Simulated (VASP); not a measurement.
# PtSe (P-6m2) in VASP: notebook

PtSe is run at these levels: PBE-based screened hybrid with 20 % exact exchange, PBE-based screened hybrid with 25 % exact exchange, PBE-based screened hybrid with 30 % exact exchange, PBE-based screened hybrid with 40 % exact exchange, PBE-based screened hybrid with 50 % exact exchange; tasks: single point.

Everything below comes from runs of VASP 6.6.1. Logs are shortened: lines on timing, memory, paths and dates and some standing lists are left out, and cuts for length are marked.

### 1 The cell of the first run

It takes space group P-6m2 (No. 187, hexagonal). The conventional cell has a = 3.702 Å, b = 3.702 Å, c = 3.613 Å, α = 90.00°, β = 90.00°, γ = 120.00°. Within 3.8 Å of Pt (site symmetry -6m2) lie 6 Se at 2.80 Å and 8 Pt at 3.61 to 3.70 Å. Se (site symmetry -6m2) has 6 Pt at 2.80 Å and 8 Se at 3.61 to 3.70 Å within 3.8 Å.

### 2 Single point, PBE-based screened hybrid with 20 % exact exchange

POSCAR

```
PtSe
1.0
    3.7018703300      0.0000000000      0.0000000000
   -1.8509351600      3.2059137500      0.0000000000
    0.0000000000      0.0000000000      3.6128420300
Pt Se
1 1
Direct
    0.0000000000      0.0000000000      0.0000000000
    0.6666666667      0.3333333333      0.5000000000
```

INCAR.step1

```
SYSTEM = PtSe
ALGO     = Normal         ! electronic algorithm
EDIFF    = 1E-5           ! SCF threshold, eV
ENCUT    = 400            ! plane-wave cutoff, eV
GGA      = PE             ! functional
GGA_COMPAT= .FALSE.      
ISIF     = 2              ! what is computed and relaxed
ISMEAR   = -1             ! smearing method
LASPH    = .TRUE.         ! aspherical terms in the spheres
LCHARG   = .FALSE.        ! write CHGCAR
LREAL    = .FALSE.        ! projectors in reciprocal space
LWAVE    = .TRUE.         ! write WAVECAR
NBANDS   = 15             ! bands
NELM     = 120            ! most SCF steps
PREC     = Accurate       ! precision mode
SIGMA    = 0.05           ! smearing width, eV
```

INCAR.step2

```
SYSTEM = PtSe
AEXX     = 0.2            ! exact-exchange fraction
ALGO     = Normal         ! electronic algorithm
EDIFF    = 1E-6           ! SCF threshold, eV
ENCUT    = 400            ! plane-wave cutoff, eV
GGA      = PE             ! functional
GGA_COMPAT= .FALSE.      
HFSCREEN = 0.2            ! screening, 1/A
ISIF     = 2              ! what is computed and relaxed
ISMEAR   = -1             ! smearing method
ISTART   = 1            
LASPH    = .TRUE.         ! aspherical terms in the spheres
LCHARG   = .FALSE.        ! write CHGCAR
LHFCALC  = .TRUE.         ! exact exchange
LREAL    = .FALSE.        ! projectors in reciprocal space
LWAVE    = .FALSE.        ! write WAVECAR
NBANDS   = 15             ! bands
NELM     = 120            ! most SCF steps
PREC     = Accurate       ! precision mode
PRECFOCK = Normal       
SIGMA    = 0.05           ! smearing width, eV
```

KPOINTS

```
k-points
0
G
  4 4 4
  0 0 0
```

Potentials or basis: VASP PAW PBE potentials, release 64 (Pt, Se).

Launch:

```sh
> cat potpaw_PBE.64/Pt/POTCAR potpaw_PBE.64/Se/POTCAR > POTCAR
> cp INCAR.step1 INCAR
> mpirun -np 1 vasp_std > vasp.out
> cp INCAR.step2 INCAR
> mpirun -np 1 vasp_std > vasp.out
```

OUTCAR:

```text
SYSTEM = PtSe
   AEXX = 0.2
   EDIFF = 1E-6
   ENCUT = 400
   GGA = PE
   HFSCREEN = 0.2
   ISIF = 2
   ISMEAR = -1
   ISTART = 1
   LASPH = .TRUE.
   LHFCALC = .TRUE.
   LREAL = .FALSE.
   NELM = 120
   PREC = Accurate
   PRECFOCK = Normal

 ion  position               nearest neighbor table
   1  0.000  0.000  0.000-   2 2.80   2 2.80   2 2.80   2 2.80   2 2.80   2 2.80
   2  0.667  0.333  0.500-   1 2.80   1 2.80   1 2.80   1 2.80   1 2.80   1 2.80

  LATTYP: Found a hexagonal cell.
 ALAT       =     3.7018703300
 C/A-ratio  =     0.9759504542

  Lattice vectors:

 A1 = (   3.7018703300,   0.0000000000,   0.0000000000)
 A2 = (  -1.8509351600,   3.2059137500,   0.0000000000)
 A3 = (   0.0000000000,   0.0000000000,   3.6128420300)

Analysis of symmetry for initial positions (statically):
=====================================================================
 Subroutine PRICEL returns:
 Original cell was already a primitive cell.

 Routine SETGRP: Setting up the symmetry group for a
 hexagonal supercell.

 Subroutine GETGRP returns: Found 12 space group operations
 (whereof 12 operations were pure point group operations)
 out of a pool of 24 trial point group operations.

The static configuration has the point symmetry D_3h.

Analysis of symmetry for dynamics (positions and initial velocities):
=====================================================================
 Subroutine PRICEL returns:
 Original cell was already a primitive cell.

 Routine SETGRP: Setting up the symmetry group for a
 hexagonal supercell.

 Subroutine GETGRP returns: Found 12 space group operations
 (whereof 12 operations were pure point group operations)
 out of a pool of 24 trial point group operations.

The dynamic configuration has the point symmetry D_3h.

 Subroutine INISYM returns: Found 12 space group operations
 (whereof 12 operations are pure point group operations),
 and found     1 'primitive' translations

----------------------------------------------------------------------------------------

                                     Primitive cell

  volume of cell :      42.8768

  direct lattice vectors                    reciprocal lattice vectors
     3.701870330  0.000000000  0.000000000     0.270133719  0.155961775  0.000000000
    -1.850935160  3.205913750  0.000000000     0.000000000  0.311923551  0.000000000
     0.000000000  0.000000000  3.612842030     0.000000000  0.000000000  0.276790403

  length of vectors
     3.701870330  3.701870330  3.612842030     0.311923551  0.311923551  0.276790403

  position of ions in fractional coordinates (direct lattice)
     0.000000000  0.000000000  0.000000000
     0.666666667  0.333333333  0.500000000

  ion indices of the primitive-cell ions
   primitive index   ion index
                 1           1
                 2           2

----------------------------------------------------------------------------------------

 KPOINTS: k-points

Automatic generation of k-mesh.
 Grid dimensions read from file:
 generate k-points for:    4    4    4

 Generating k-lattice:

  Cartesian coordinates                     Fractional coordinates (reciprocal lattice)
     0.067533430  0.038990444  0.000000000     0.250000000  0.000000000  0.000000000
     0.000000000  0.077980888  0.000000000     0.000000000  0.250000000  0.000000000
     0.000000000  0.000000000  0.069197601     0.000000000  0.000000000  0.250000000

  Length of vectors
     0.077980888  0.077980888  0.069197601

  Shift w.r.t. Gamma in fractional coordinates (k-lattice)
     0.000000000  0.000000000  0.000000000

 Subroutine IBZKPT returns following result:
 ===========================================

 Found     12 irreducible k-points:

 Following reciprocal coordinates:
            Coordinates               Weight
  0.000000  0.000000  0.000000      1.000000
  0.250000 -0.000000  0.000000      6.000000
  0.500000 -0.000000  0.000000      3.000000
  0.250000  0.250000  0.000000      6.000000
  0.000000  0.000000  0.250000      2.000000
  0.250000 -0.000000  0.250000     12.000000
  0.500000 -0.000000  0.250000      6.000000
  0.250000  0.250000  0.250000     12.000000
  0.000000  0.000000  0.500000      1.000000
  0.250000 -0.000000  0.500000      6.000000
  0.500000 -0.000000  0.500000      3.000000
  0.250000  0.250000  0.500000      6.000000
   k-points           NKPTS =     12   k-points in BZ     NKDIM =     64   number of bands    NBANDS=     15
   number of dos      NEDOS =    301   number of ions     NIONS =      2
   total plane-waves  NPLWV =  13824
   dimension x,y,z NGX =    24 NGY =   24 NGZ =   24
   dimension x,y,z NGXF=    48 NGYF=   48 NGZF=   48
   ions per type =               1   1
   NGX,Y,Z   is equivalent  to a cutoff of  10.78, 10.78, 11.04 a.u.
   NGXF,Y,Z  is equivalent  to a cutoff of  21.56, 21.56, 22.09 a.u.
 SYSTEM =  PtSe
   PREC   = accura    normal or accurate (medium, high low for compatibility)
   ISTART =      1    job   : 0-new  1-cont  2-samecut
   ICHARG =      0    charge: 1-file 2-atom 10-const
   ISPIN  =      1    spin polarized calculation?
   LNONCOLLINEAR =      F non collinear calculations
   LSORBIT =      F    spin-orbit coupling
   LASPH  =      T    aspherical Exc in radial PAW
   ENCUT  =  400.0 eV  29.40 Ry    5.42 a.u.   6.04  6.04  5.89*2*pi/ulx,y,z
   NELM   =    120;   NELMIN=  2; NELMDL=  0     # of ELM steps
   EDIFF  = 0.1E-05   stopping-criterion for ELM
   LREAL  =      F    real-space projection
   EDIFFG = 0.1E-04   stopping-criterion for IOM
   NSW    =      0    number of steps for IOM
   IBRION =     -1    ionic relax: 0-MD 1-quasi-New 2-CG
   NFREE  =      0    steps in history (QN), initial steepest desc. (CG)
   ISIF   =      2    stress and relaxation
   ISYM   =      3    0-nonsym 1-usesym 2-fastsym
   POTIM  = 0.5000    time-step for ionic-motion
   TEBEG  =    0.0;   TEEND  =   0.0 temperature during run
   PSTRESS=    0.0 pullay stress
   NELECT =      16.0000    total number of electrons
   NUPDOWN=      -1.0000    fix difference up-down
   EMIN   =  10.00;   EMAX   =-10.00  energy-range for DOS
   EFERMI =   0.00;   METHOD = LEGACY
   ISMEAR =    -1;   SIGMA  =   0.05  broadening in eV -4-tet -1-fermi 0-gaus
   EFERMI_NEDOS =   21; number of points for ismear=-14 and -15
   IALGO  =     38    algorithm
   IMIX   =      1    mixing-type and parameters
     AMIX     =   0.40;   BMIX     =  1.00
     AMIX_MAG =   1.60;   BMIX_MAG =  1.00
  volume/ion in A,a.u.               =      21.44       144.67
  Fermi-wavevector in a.u.,A,eV,Ry     =   1.178621  2.227271 18.900497  1.389147
  Thomas-Fermi vector in A             =   2.314947
   LORBIT       =      0    0 simple, 1 ext, 2 COOP (PROOUT), +10 PAW based schemes
   GGA     = PE    functional components
   LHFCALC =     T    Hartree Fock is set to
   PRECFOCK=normal    Normal, Fast or Accurate (Low or Medium for compatibility)
   ENCUT4O =  -1.0   cutoff for four orbital integrals eV
   NKREDX  =     1    reduce k-point grid by
   NKREDY  =     1    reduce k-point grid by
   NKREDZ  =     1    reduce k-point grid by
   AEXX    =    0.2000 exact exchange contribution
   HFSCREEN=    0.2000 screening length (either q_TF or 0.3 A-1)
   HFSCREENC=   0.2000 screening length for correlation (either q_TF or 0.3 A-1)
   ENCUTFOCK=  -1.0 apply spherical cutoff to Coloumb kernel
   IVDW    =     0    specifies the selected vdW correction
   LEPSILON=     F    determine dielectric tensor
   LRPA    =     F    only Hartree local field effects (RPA)
 non-spin polarized calculation
  energy-cutoff  :      400.00
  volume of cell :       42.88
 maximum number of plane-waves:       792
  NGX = 20; NGY = 20; NGZ = 18

 number of electron      16.0000001 magnetization

 Free energy of the ion-electron system (eV)
  ---------------------------------------------------
  ext. energy  EPLUGINS =         0.00000000
  ---------------------------------------------------
  free energy    TOTEN  =       -10.27639739 eV

  energy without entropy =      -10.26665741  energy(sigma->0) =      -10.27152740

 E-fermi :   5.5290     XC(G=0):  -9.2408

 val. band max:        5.5117618241   @ k =   0.2500  -0.0000   0.0000
 cond. band min:       5.6737391492   @ k =   0.5000  -0.0000   0.2500
 fundamental gap:      0.1619773251
 Fermi energy:         5.5289588455

 k-point     1 :       0.0000    0.0000    0.0000
  band No.  band energies     occupation
      1     -10.2545      2.00000
      2       1.3064      2.00000
      3       1.3064      2.00000
      4       1.3706      2.00000
      5       3.1499      2.00000
      6       3.1499      2.00000
      7       3.2167      2.00000
      8       5.8724      0.00208
      9       6.0936      0.00002
     10       6.0936      0.00002
     11      13.4025      0.00000
     12      13.8659      0.00000
     13      13.8659      0.00000
     14      18.9678      0.00000
     15      19.5759      0.00000

 k-point     2 :       0.2500   -0.0000    0.0000
  band No.  band energies     occupation
      1      -9.7557      2.00000
      2      -0.1784      2.00000
      3       1.5494      2.00000
      4       1.7532      2.00000
      5       1.7588      2.00000
      6       3.0621      2.00000
      7       3.8320      2.00000
      8       5.0733      1.99978
      9       5.5118      1.17029
     10       8.3107      0.00000
     11      12.7643      0.00000
     12      14.5119      0.00000
     13      16.0312      0.00000
     14      16.1372      0.00000
     15      20.8043      0.00000

 k-point     3 :       0.5000   -0.0000    0.0000
  band No.  band energies     occupation
      1      -9.1418      2.00000
      2      -1.5678      2.00000
      3       0.9971      2.00000
      4       1.7057      2.00000
      5       2.4685      2.00000
      6       2.9774      2.00000
      7       3.7031      2.00000
      8       4.0074      2.00000
      9       6.8874      0.00000
     10       8.6922      0.00000
     11      12.1662      0.00000
     12      14.7262      0.00000
     13      15.2532      0.00000
     14      18.4083      0.00000
     15      21.0064      0.00000
[... 127 lines left out ...]
 k-point    11 :       0.5000   -0.0000    0.5000
  band No.  band energies     occupation
      1      -8.7296      2.00000
      2      -0.5804      2.00000
      3      -0.0475      2.00000
      4       0.6136      2.00000
      5       3.2597      2.00000
      6       3.4643      2.00000
      7       3.6946      2.00000
      8       4.4610      2.00000
      9       6.1529      0.00001
     10       7.3376      0.00000
     11      11.6051      0.00000
     12      12.7816      0.00000
     13      14.6974      0.00000
     14      19.3853      0.00000
     15      22.1796      0.00000

 k-point    12 :       0.2500    0.2500    0.5000
  band No.  band energies     occupation
      1      -8.7288      2.00000
      2      -0.5234      2.00000
      3      -0.3255      2.00000
      4       1.1636      2.00000
      5       2.5605      2.00000
      6       3.4525      2.00000
      7       4.0225      2.00000
      8       4.1978      2.00000
      9       7.0265      0.00000
     10       7.2177      0.00000
     11      10.0368      0.00000
     12      13.7434      0.00000
     13      16.0986      0.00000
     14      18.2602      0.00000
     15      21.8631      0.00000

------------------------ aborting loop because EDIFF is reached ----------------------------------------

  FORCE on cell =-STRESS in cart. coord.  units (eV):
  Direction    XX          YY          ZZ          XY          YZ          ZX
  --------------------------------------------------------------------------------------
  -------------------------------------------------------------------------------------
  Total       -3.4825815     -3.4825815     -4.9897229     -0.0000000      0.0000000      0.0000000
  in kB     -130.1337262   -130.1337265   -186.4511208     -0.0000002      0.0000000      0.0000000
  external PRESSURE =    -148.9061912 kB  Pullay stress =       0.0000000 kB

 VOLUME and BASIS-vectors are now :
 -----------------------------------------------------------------------------
  energy-cutoff  :      400.00
  volume of cell :       42.88
      direct lattice vectors                 reciprocal lattice vectors
     3.701870330  0.000000000  0.000000000     0.270133719  0.155961775  0.000000000
    -1.850935160  3.205913750  0.000000000     0.000000000  0.311923551  0.000000000
     0.000000000  0.000000000  3.612842030     0.000000000  0.000000000  0.276790403

 POSITION                                       TOTAL-FORCE (eV/Angst)
 -----------------------------------------------------------------------------------
      0.00000      0.00000      0.00000         0.000000      0.000000      0.000000
      1.85094      1.06864      1.80642        -0.000000      0.000000      0.000000
 -----------------------------------------------------------------------------------
    total drift:                               -0.000001      0.000002     -0.000000

  FREE ENERGIE OF THE ION-ELECTRON SYSTEM (eV)
  ---------------------------------------------------
  free  energy   TOTEN  =       -10.2763973864 eV

  energy  without entropy=      -10.2666574110  energy(sigma->0) =      -10.27152740
```

It took 6.4 min on 1 thread of Intel Xeon Platinum 8488C (Sapphire Rapids), shared host; peak memory 0.25 GiB.

Results:

* Free energy: -10.2764 eV
* Pressure: -14.9 GPa
* Band gap on the k mesh: zero (bands 8 and 9 overlap by 0.76 eV)

Caveat: the k points lie up to 0.49 Å⁻¹ apart, too coarse for converged energies and pressures of a metal; the PAW data sets were made with another functional, which shifts forces and pressure a little; spin-orbit coupling is left out, which moves the levels of the heavy elements.

### 3 Single point, PBE-based screened hybrid with 25 % exact exchange

POSCAR is that of step 2.

INCAR.step1

```
  PREC = Accurate
  ENCUT = 400
  EDIFF = 1E-5
  ISMEAR = -1
  SIGMA = 0.05
  LREAL = False
  LASPH = True
  NELM = 120
  ALGO = Normal
  ISIF = 2
  LWAVE = True
  LCHARG = False
  NBANDS = 15
  GGA = PE
  GGA_COMPAT = False
```

INCAR.step2

```
  PREC = Accurate
  ENCUT = 400
  EDIFF = 1E-6
  ISMEAR = -1
  SIGMA = 0.05
  LREAL = False
  LASPH = True
  NELM = 120
  ALGO = Normal
  ISIF = 2
  LWAVE = False
  LCHARG = False
  GGA = PE
  LHFCALC = True
  AEXX = 0.25
  HFSCREEN = 0.2
  PRECFOCK = Normal
  NBANDS = 15
  ISTART = 1
  GGA_COMPAT = False
```

KPOINTS

```
regular mesh
0
Gamma
  4 4 4
```

Potentials or basis: VASP PAW PBE potentials, release 64 (Pt, Se).

Launch:

```sh
> cat potpaw_PBE.64/Pt/POTCAR potpaw_PBE.64/Se/POTCAR > POTCAR
> cp INCAR.step1 INCAR
> mpirun -np 1 vasp_std > vasp.out
> cp INCAR.step2 INCAR
> mpirun -np 1 vasp_std > vasp.out
```

Run time: 6.4 min. Hardware: 1 thread of Intel Xeon Platinum 8488C (Sapphire Rapids), shared host; peak memory 0.25 GiB.

Results (log left out):

```
Free energy            : -10.6162 eV
Pressure               : -15.6 GPa
Band gap on the k mesh : zero (bands 8 and 9 overlap by 0.79 eV)
```

Stress tensor (GPa, compression positive):
```
-13.69   0.00   0.00
  0.00 -13.69   0.00
  0.00   0.00 -19.46
```

Levels at points of the mesh, in eV from the Fermi level:
| k point | band 6 | band 7 | band 8 | band 9 | band 10 | band 11 |
| --- | --- | --- | --- | --- | --- | --- |
| (0.00, 0.00, 0.00) | -2.46 | -2.38 | 0.47 | 0.56 | 0.56 | 8.01 |
| (0.50, 0.00, 0.00) | -2.64 | -1.96 | -1.61 | 1.40 | 3.30 | 6.81 |
| (0.00, 0.00, 0.50) | -3.25 | -2.37 | 0.64 | 0.64 | 5.46 | 6.43 |
| (0.50, 0.00, 0.50) | -2.20 | -1.95 | -1.11 | 0.74 | 1.88 | 6.20 |

Caveat: the k points lie up to 0.49 Å⁻¹ apart, too coarse for converged energies and pressures of a metal; the PAW data sets were made with another functional, which shifts forces and pressure a little; spin-orbit coupling is left out, which moves the levels of the heavy elements.

[end of part 1 of 2]

The gap in the log of VASP goes by the Fermi energy; the results here count the filled bands.